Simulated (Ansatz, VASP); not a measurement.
Ga5As3P2 in VASP and in Ansatz

The input INCAR:

```
SYSTEM = Ga5As3P2
PREC = Accurate
ENCUT = 520
EDIFF = 1E-7
ISMEAR = 0
SIGMA = 0.1
LREAL = .FALSE.
LASPH = .TRUE.
NELM = 60
ALGO = Normal
ISIF = 2
LWAVE = .FALSE.
LCHARG = .FALSE.
GGA = PE
NBANDS = 56
```

The input KPOINTS:

```
regular mesh
0
G
  4 4 4
  0 0 0
```

File POSCAR:

```
Ga5As3P2
1.0
    0.0000000000     -3.9919253675      0.0000000000
    3.9919253675      0.0000000000      0.0000000000
   -1.9959626838      1.9959626838     14.1342301343
Ga P As
5 2 3
Direct
    0.6984473450      0.6984473450      0.3968946900
    0.3015526550      0.3015526550      0.6031053100
    0.9045196642      0.9045196642      0.8090393284
    0.5000000000      0.5000000000      0.0000000000
    0.0954803358      0.0954803358      0.1909606716
    0.9522478839      0.4522478839      0.9044957678
    0.5477521161      0.0477521161      0.0955042322
    0.3530041179      0.8530041179      0.7060082359
    0.1469958821      0.6469958821      0.2939917641
    0.7500000000      0.2500000000      0.5000000000
```

Input for Ansatz:

```yaml
crystal:
  lattice:
    - [0.0, -3.9919253675, 0.0]
    - [3.9919253675, 0.0, 0.0]
    - [-1.9959626838, 1.9959626838, 14.1342301343]
  atoms:
    - { symbol: Ga, position: [0.698447345, 0.698447345, 0.39689469] }
    - { symbol: Ga, position: [0.301552655, 0.301552655, 0.60310531] }
    - { symbol: Ga, position: [0.9045196642, 0.9045196642, 0.8090393284] }
    - { symbol: Ga, position: [0.5, 0.5, 0.0] }
    - { symbol: Ga, position: [0.0954803358, 0.0954803358, 0.1909606716] }
    - { symbol: P, position: [0.9522478839, 0.4522478839, 0.9044957678] }
    - { symbol: P, position: [0.5477521161, 0.0477521161, 0.0955042322] }
    - { symbol: As, position: [0.3530041179, 0.8530041179, 0.7060082359] }
    - { symbol: As, position: [0.1469958821, 0.6469958821, 0.2939917641] }
    - { symbol: As, position: [0.75, 0.25, 0.5] }
basis:
  ecutwfc: 420
kpoints:
  mp_grid: { grid: [4, 4, 4] }
hamiltonian:
  xc: pbe
scf:
  occupations: { method: gaussian, width: 0.1 }
  lower_state_search: "off"
output:
  forces: true
  stress: true
  eigenvalues: true
```

Alike in both runs: task single point; functional PBE; k mesh 4 × 4 × 4; occupations gaussian, width 0.1 eV; no spin polarisation.

|  | VASP | Ansatz |
| --- | --- | --- |
| version | VASP 6.6.1 | Ansatz 0.2.0 |
| potentials or method | VASP PAW PBE potentials, release 64 (Ga_d, P, As), cutoff 520 eV | scalar-relativistic, plane waves, PAW |
| valence electrons in the cell | 90 | 120 |

VASP gave:

* gap on the k mesh at the Fermi level (eV): 0.65
* least direct gap on the mesh (eV): 0.65
* pressure (GPa): 0.2
* traceless stress, the component that is largest in VASP (GPa): -0.75
* rms of the force components (eV/Å): 0.002

Problem. What did Ansatz give for the same quantities?

Solution. gap on the k mesh at the Fermi level (eV): 0.65; least direct gap on the mesh (eV): 0.65; pressure (GPa): 0.1; traceless stress, the component that is largest in VASP (GPa): -0.76; rms of the force components (eV/Å): 0.003.

Atom by atom the forces differ by 0.004 eV/Å (rms over components). VASP's potentials hold 90 valence electrons a cell and Ansatz's 120, so a difference there can come from the potentials and not from the codes.
